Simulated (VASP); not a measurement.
# BeS: single point with PBE

BeS:

```
CELL_PARAMETERS angstrom
0.00000 2.38863 2.35225
2.38863 0.00000 2.35225
2.38863 2.38863 0.00000
ATOMIC_POSITIONS crystal
Be 0.00000 0.00000 0.00000
S 0.75000 0.75000 0.75000
```

This cell differs from its parent crystal: strain -0.015 along x and y, -0.030 along z.

| Property | Result |
| --- | --- |
| Program | VASP 6.6.1 |
| Task | single point |
| Functional | PBE |
| Potentials or basis | VASP PAW PBE potentials, release 64 (Be, S) |
| Cutoff | 520 eV |
| k mesh | 8 × 8 × 8 |
| Occupations | gaussian, width 0.05 eV |
| Spin | no spin polarisation |
| Dipole correction | no |
| Further INCAR settings | ALGO = Normal; EDIFF = 1e-07; NBANDS = 11 |

```
Pressure               : 8.2 GPa
Band gap on the k mesh : 2.82 eV, indirect (least direct gap 5.57 eV)
```

Stress tensor (GPa, compression positive):
```
7.75 0.00 0.00
0.00 7.75 0.00
0.00 0.00 9.25
```

Levels at points of the mesh, in eV from the valence-band top:
| k point | band 1 | band 2 | band 3 | band 4 | band 5 | band 6 | band 7 | band 8 |
| --- | --- | --- | --- | --- | --- | --- | --- | --- |
| (0.00, 0.00, 0.00) | -14.17 | -0.08 | -0.08 | 0.00 | 5.57 | 5.59 | 5.59 | 6.36 |
| (0.50, 0.00, 0.00) | -12.39 | -6.25 | -1.25 | -1.10 | 5.62 | 6.41 | 6.58 | 11.43 |
| (0.50, 0.50, 0.00) | -11.73 | -5.32 | -3.00 | -3.00 | 2.82 | 4.70 | 13.22 | 13.22 |
| (0.50, 0.00, 0.50) | -11.81 | -5.43 | -2.88 | -2.86 | 2.95 | 4.85 | 13.15 | 13.26 |

It took 37 s on 1 thread of Intel Xeon 8259CL (shared host), peak memory 0.15 GiB.

Caveat: the cell differs from its parent crystal (strain -0.015 along x and y, -0.030 along z). A k mesh can miss the band edges.
